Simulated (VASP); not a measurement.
# GaP (F-43m) in VASP: a series of runs

Runs on GaP. Level: PBEsol. Tasks: single point.

Everything below comes from runs of VASP 6.6.1. Logs are shortened: lines on timing, memory, paths and dates and some standing lists are left out, and cuts for length are marked.

**Measured values to compare with.**

From “Stacking defects in GaP nanowires: Electronic structure and optical properties”, 2018, arxiv:1810.01194, for a bulk crystal of GaP at 10 K: band gap 2.34 eV (indirect).

The runs below are set against these values where they give the same quantity.

## Step 1: The cell of the first run

It takes space group F-43m (No. 216, cubic). The conventional cell has a = 5.438 Å, b = 5.438 Å, c = 5.438 Å, α = 90.00°, β = 90.00°, γ = 90.00°. Ga (site symmetry -43m) has 4 P at 2.35 Å within 3.1 Å. P (site symmetry -43m) has 4 Ga at 2.35 Å within 3.1 Å.

## Step 2: Single point, PBEsol

INCAR reads:

```
ALGO     = Normal         # electronic algorithm
EDIFF    = 1E-6           # SCF threshold, eV
ENCUT    = 520            # plane-wave cutoff, eV
GGA      = PS             # functional
ISIF     = 2              # what is computed and relaxed
ISMEAR   = 0              # smearing method
LASPH    = T              # aspherical terms in the spheres
LCHARG   = F              # write CHGCAR
LREAL    = F              # projectors in reciprocal space
LWAVE    = F              # write WAVECAR
NBANDS   = 16             # bands
NELM     = 100            # most SCF steps
PREC     = Accurate       # precision mode
SIGMA    = 0.02           # smearing width, eV
```

KPOINTS reads:

```
k-points
0
Gamma
  8 8 8
```

POSCAR reads:

```
GaP
1.0
    0.0000000000      2.7192250972      2.7192250972
    2.7192250972      0.0000000000      2.7192250972
    2.7192250972      2.7192250972      0.0000000000
Ga P
1 1
Direct
    0.0000000000      0.0000000000      0.0000000000
    0.7500000000      0.7500000000      0.7500000000
```

Potentials or basis: VASP PAW PBE potentials, release 64 (Ga_d, P).

Run with:

```
$ cat potpaw_PBE.64/Ga_d/POTCAR potpaw_PBE.64/P/POTCAR > POTCAR
$ mpirun -np 1 vasp_std > vasp.out
```

OUTCAR:

```text
EDIFF = 1E-6
   ENCUT = 520
   GGA = PS
   ISIF = 2
   ISMEAR = 0
   LASPH = T
   LREAL = F
   NELM = 100
   PREC = Accurate

 ion  position               nearest neighbor table
   1  0.000  0.000  0.000-   2 2.35   2 2.35   2 2.35   2 2.35
   2  0.750  0.750  0.750-   1 2.35   1 2.35   1 2.35   1 2.35

  LATTYP: Found a face centered cubic cell.
 ALAT       =     5.4384501944

  Lattice vectors:

 A1 = (   0.0000000000,   2.7192250972,   2.7192250972)
 A2 = (   2.7192250972,   0.0000000000,   2.7192250972)
 A3 = (   2.7192250972,   2.7192250972,   0.0000000000)

Analysis of symmetry for initial positions (statically):
=====================================================================
 Subroutine PRICEL returns:
 Original cell was already a primitive cell.

 Routine SETGRP: Setting up the symmetry group for a
 face centered cubic supercell.

 Subroutine GETGRP returns: Found 24 space group operations
 (whereof 24 operations were pure point group operations)
 out of a pool of 48 trial point group operations.

The static configuration has the point symmetry T_d .

Analysis of symmetry for dynamics (positions and initial velocities):
=====================================================================
 Subroutine PRICEL returns:
 Original cell was already a primitive cell.

 Routine SETGRP: Setting up the symmetry group for a
 face centered cubic supercell.

 Subroutine GETGRP returns: Found 24 space group operations
 (whereof 24 operations were pure point group operations)
 out of a pool of 48 trial point group operations.

The dynamic configuration has the point symmetry T_d .

 Subroutine INISYM returns: Found 24 space group operations
 (whereof 24 operations are pure point group operations),
 and found     1 'primitive' translations

----------------------------------------------------------------------------------------

                                     Primitive cell

  volume of cell :      40.2129

  direct lattice vectors                    reciprocal lattice vectors
     0.000000000  2.719225097  2.719225097    -0.183875914  0.183875914  0.183875914
     2.719225097  0.000000000  2.719225097     0.183875914 -0.183875914  0.183875914
     2.719225097  2.719225097  0.000000000     0.183875914  0.183875914 -0.183875914

  length of vectors
     3.845565012  3.845565012  3.845565012     0.318482425  0.318482425  0.318482425

  position of ions in fractional coordinates (direct lattice)
     0.000000000  0.000000000  0.000000000
     0.750000000  0.750000000  0.750000000

  ion indices of the primitive-cell ions
   primitive index   ion index
                 1           1
                 2           2

----------------------------------------------------------------------------------------

 KPOINTS: k-points

Automatic generation of k-mesh.
 Grid dimensions read from file:
 generate k-points for:    8    8    8

 Generating k-lattice:

  Cartesian coordinates                     Fractional coordinates (reciprocal lattice)
    -0.022984489  0.022984489  0.022984489     0.125000000  0.000000000  0.000000000
     0.022984489 -0.022984489  0.022984489     0.000000000  0.125000000  0.000000000
     0.022984489  0.022984489 -0.022984489     0.000000000  0.000000000  0.125000000

  Length of vectors
     0.039810303  0.039810303  0.039810303

  Shift w.r.t. Gamma in fractional coordinates (k-lattice)
     0.000000000  0.000000000  0.000000000

 Subroutine IBZKPT returns following result:
 ===========================================

 Found     29 irreducible k-points:

 Following reciprocal coordinates:
            Coordinates               Weight
  0.000000  0.000000  0.000000      1.000000
  0.125000  0.000000  0.000000      8.000000
  0.250000  0.000000  0.000000      8.000000
  0.375000  0.000000  0.000000      8.000000
  0.500000  0.000000  0.000000      4.000000
  0.125000  0.125000  0.000000      6.000000
[... 16 lines left out ...]
  0.500000  0.250000  0.125000     48.000000
 -0.375000  0.250000  0.125000     24.000000
 [... further k-points ...]
   k-points           NKPTS =     29   k-points in BZ     NKDIM =     29   number of bands    NBANDS=     16
   number of dos      NEDOS =    301   number of ions     NIONS =      2
   total plane-waves  NPLWV =  27000
   dimension x,y,z NGX =    30 NGY =   30 NGZ =   30
   dimension x,y,z NGXF=    60 NGYF=   60 NGZF=   60
   ions per type =               1   1
   NGX,Y,Z   is equivalent  to a cutoff of  12.97, 12.97, 12.97 a.u.
   NGXF,Y,Z  is equivalent  to a cutoff of  25.94, 25.94, 25.94 a.u.
 SYSTEM =  unknown system
   PREC   = accura    normal or accurate (medium, high low for compatibility)
   ISTART =      0    job   : 0-new  1-cont  2-samecut
   ICHARG =      2    charge: 1-file 2-atom 10-const
   ISPIN  =      1    spin polarized calculation?
   LNONCOLLINEAR =      F non collinear calculations
   LSORBIT =      F    spin-orbit coupling
   LASPH  =      T    aspherical Exc in radial PAW
   ENCUT  =  520.0 eV  38.22 Ry    6.18 a.u.   7.15  7.15  7.15*2*pi/ulx,y,z
   NELM   =    100;   NELMIN=  2; NELMDL= -5     # of ELM steps
   EDIFF  = 0.1E-05   stopping-criterion for ELM
   LREAL  =      F    real-space projection
   EDIFFG = 0.1E-04   stopping-criterion for IOM
   NSW    =      0    number of steps for IOM
   IBRION =     -1    ionic relax: 0-MD 1-quasi-New 2-CG
   NFREE  =      0    steps in history (QN), initial steepest desc. (CG)
   ISIF   =      2    stress and relaxation
   ISYM   =      2    0-nonsym 1-usesym 2-fastsym
   POTIM  = 0.5000    time-step for ionic-motion
   TEBEG  =    0.0;   TEEND  =   0.0 temperature during run
   PSTRESS=    0.0 pullay stress
   NELECT =      18.0000    total number of electrons
   NUPDOWN=      -1.0000    fix difference up-down
   EMIN   =  10.00;   EMAX   =-10.00  energy-range for DOS
   EFERMI =   0.00;   METHOD = LEGACY
   ISMEAR =     0;   SIGMA  =   0.02  broadening in eV -4-tet -1-fermi 0-gaus
   EFERMI_NEDOS =   21; number of points for ismear=-14 and -15
   IALGO  =     38    algorithm
   IMIX   =      4    mixing-type and parameters
     AMIX     =   0.40;   BMIX     =  1.00
     AMIX_MAG =   1.60;   BMIX_MAG =  1.00
  volume/ion in A,a.u.               =      20.11       135.69
  Fermi-wavevector in a.u.,A,eV,Ry     =   1.252306  2.366515 21.337618  1.568271
  Thomas-Fermi vector in A             =   2.386213
   LORBIT       =      0    0 simple, 1 ext, 2 COOP (PROOUT), +10 PAW based schemes
   GGA     = PS    functional components
   LHFCALC =     F    Hartree Fock is set to
   AEXX    =    0.0000 exact exchange contribution
   IVDW    =     0    specifies the selected vdW correction
   LEPSILON=     F    determine dielectric tensor
   LRPA    =     F    only Hartree local field effects (RPA)
 non-spin polarized calculation
 Gauss-broadening in eV      SIGMA  =   0.02
  energy-cutoff  :      520.00
  volume of cell :       40.21
 maximum number of plane-waves:      1106
 NGX is ok and might be reduce to    30
   NGX = 15   NGY = 15   NGZ = 15

 number of electron      17.9999987 magnetization

 Free energy of the ion-electron system (eV)
  ---------------------------------------------------
  ext. energy  EPLUGINS =         0.00000000
  ---------------------------------------------------
  free energy    TOTEN  =        -9.92109315 eV

  energy without entropy =       -9.92109315  energy(sigma->0) =       -9.92109315

 E-fermi :   4.7598     XC(G=0): -10.0514

 val. band max:        4.6365617724   @ k =   0.0000   0.0000   0.0000
 cond. band min:       6.1394632985   @ k =   0.5000   0.5000   0.0000
 fundamental gap:      1.5029015261
 Fermi energy:         4.7597692881

 k-point     1 :       0.0000    0.0000    0.0000
  band No.  band energies     occupation
      1      -9.9159      2.00000
      2      -9.9159      2.00000
      3      -9.9159      2.00000
      4      -9.8131      2.00000
      5      -9.8131      2.00000
      6      -7.9379      2.00000
[... 8 lines left out ...]
     15      14.4178      0.00000
     16      14.4178      0.00000

 k-point     2 :       0.1250    0.0000    0.0000
  band No.  band energies     occupation
      1      -9.9303      2.00000
      2      -9.9110      2.00000
      3      -9.9110      2.00000
      4      -9.8132      2.00000
      5      -9.8132      2.00000
      6      -7.7323      2.00000
[... 8 lines left out ...]
     15      13.7564      0.00000
     16      14.1536      0.00000

 k-point     3 :       0.2500    0.0000    0.0000
  band No.  band energies     occupation
      1      -9.9616      2.00000
      2      -9.9007      2.00000
      3      -9.9007      2.00000
      4      -9.8119      2.00000
      5      -9.8119      2.00000
      6      -7.1492      2.00000
[... 8 lines left out ...]
     15      13.5627      0.00000
     16      14.3677      0.00000

 k-point     4 :       0.3750    0.0000    0.0000
  band No.  band energies     occupation
      1      -9.9897      2.00000
      2      -9.8928      2.00000
      3      -9.8928      2.00000
      4      -9.8080      2.00000
      5      -9.8080      2.00000
      6      -6.3318      2.00000
[... 8 lines left out ...]
     15      14.7807      0.00000
     16      14.7807      0.00000
[... 324 lines left out ...]
 k-point    22 :       0.3750    0.2500    0.1250
  band No.  band energies     occupation
      1      -9.9853      2.00000
      2      -9.8884      2.00000
      3      -9.8843      2.00000
      4      -9.8245      2.00000
      5      -9.8038      2.00000
      6      -6.6532      2.00000
[... 8 lines left out ...]
     15      15.7362      0.00000
     16      16.9453      0.00000

 k-point    23 :       0.5000    0.2500    0.1250
  band No.  band energies     occupation
      1     -10.0010      2.00000
      2      -9.8847      2.00000
      3      -9.8749      2.00000
      4      -9.8224      2.00000
      5      -9.8039      2.00000
      6      -5.8819      2.00000
[... 8 lines left out ...]
     15      16.1151      0.00000
     16      17.4089      0.00000

 k-point    24 :      -0.3750    0.2500    0.1250
  band No.  band energies     occupation
      1     -10.0068      2.00000
      2      -9.8842      2.00000
      3      -9.8715      2.00000
      4      -9.8187      2.00000
      5      -9.8057      2.00000
      6      -5.4111      2.00000
[... 8 lines left out ...]
     15      16.5597      0.00000
     16      17.1136      0.00000

 [... further k-points ...]
[... 5 lines left out ...]
  --------------------------------------------------------------------------------------
  -------------------------------------------------------------------------------------
  Total       -0.0229876     -0.0229876     -0.0229876      0.0000000      0.0000000      0.0000000
  in kB       -0.9158806     -0.9158806     -0.9158806      0.0000000      0.0000000      0.0000000
  external PRESSURE =      -0.9158806 kB  Pullay stress =       0.0000000 kB

 VOLUME and BASIS-vectors are now :
 -----------------------------------------------------------------------------
  energy-cutoff  :      520.00
  volume of cell :       40.21
      direct lattice vectors                 reciprocal lattice vectors
     0.000000000  2.719225097  2.719225097    -0.183875914  0.183875914  0.183875914
     2.719225097  0.000000000  2.719225097     0.183875914 -0.183875914  0.183875914
     2.719225097  2.719225097  0.000000000     0.183875914  0.183875914 -0.183875914

 POSITION                                       TOTAL-FORCE (eV/Angst)
 -----------------------------------------------------------------------------------
      0.00000      0.00000      0.00000         0.000000      0.000000      0.000000
      4.07884      4.07884      4.07884        -0.000000     -0.000000     -0.000000
 -----------------------------------------------------------------------------------
    total drift:                               -0.000000     -0.000000     -0.000000

  FREE ENERGIE OF THE ION-ELECTRON SYSTEM (eV)
  ---------------------------------------------------
  free  energy   TOTEN  =        -9.9210931507 eV

  energy  without entropy=       -9.9210931507  energy(sigma->0) =       -9.92109315
```

Run time: 19 s. Hardware: 1 thread of AMD EPYC 7R43 (Zen 3), shared host; peak memory 0.13 GiB.

What came out:

| Property | Result |
| --- | --- |
| Free energy | -9.9211 eV |
| Pressure | -0.1 GPa |
| Band gap on the k mesh | 1.50 eV, indirect (least direct gap 1.80 eV) |

Caveat: the PAW data sets were made with another functional, which shifts forces and pressure a little.

## Step 3: Single point, PBEsol

This run uses another cell than the first one, of 18.00 Å³/atom, 0.895 times its volume.

INCAR reads:

```
SYSTEM = GaP
PREC     = Accurate       ! precision mode
ENCUT    = 520            ! plane-wave cutoff, eV
EDIFF    = 1E-6           ! SCF threshold, eV
ISMEAR   = 0              ! smearing method
SIGMA    = 0.01           ! smearing width, eV
LREAL    = .False.        ! projectors in reciprocal space
LASPH    = .True.         ! aspherical terms in the spheres
NELM     = 100            ! most SCF steps
ALGO     = Normal         ! electronic algorithm
ISIF     = 2              ! what is computed and relaxed
LWAVE    = .False.        ! write WAVECAR
LCHARG   = .False.        ! write CHGCAR
GGA      = PS             ! functional
NBANDS   = 16             ! bands
```

KPOINTS reads:

```
regular mesh
0
Gamma
  8 8 8
  0 0 0
```

POSCAR reads:

```
GaP
1.0
    0.0000000000      2.6209552229      2.6209552229
    2.6209552229      0.0000000000      2.6209552229
    2.6209552229      2.6209552229      0.0000000000
Ga P
1 1
Direct
    0.0000000000      0.0000000000      0.0000000000
    0.7500000000      0.7500000000      0.7500000000
```

Potentials or basis: VASP PAW PBE potentials, release 64 (Ga_d, P).

Run with:

```
$ cat potpaw_PBE.64/Ga_d/POTCAR potpaw_PBE.64/P/POTCAR > POTCAR
$ mpirun -np 1 vasp_std > vasp.out
```

It took 9.5 s on 1 thread of AMD EPYC 9R45 (Zen 5), shared host; peak memory 0.13 GiB.

Results (log left out):

- Free energy: -9.7807 eV
- Pressure: 11.8 GPa
- Band gap on the k mesh: 1.25 eV, indirect (least direct gap 2.73 eV)

Levels at points of the mesh, in eV from the valence-band top:
```tsv
k point	band 7	band 8	band 9	band 10	band 11	band 12
(0.00, 0.00, 0.00)	0.00	0.00	0.00	2.73	3.77	3.77
(0.50, 0.00, 0.00)	-7.43	-1.31	-1.31	1.94	4.59	4.59
(0.50, 0.50, 0.00)	-7.40	-3.15	-3.15	1.25	1.56	11.43
```

Caveat: the PAW data sets were made with another functional, which shifts forces and pressure a little.

## Step 4: Against experiment

Step 2. Against the measured gap of GaP, 2.34 eV (indirect; 10 K; quoted in “Stacking defects in GaP nanowires: Electronic structure and optical properties”, 2018, arxiv:1810.01194), the calculated 1.50 eV is off by -0.84 eV. Spin-orbit coupling on Ga is left out. The value is that of PBEsol on a finite k mesh, which can miss the band edges, without temperature or zero-point motion. Semilocal functionals fall short of measured gaps as a rule.
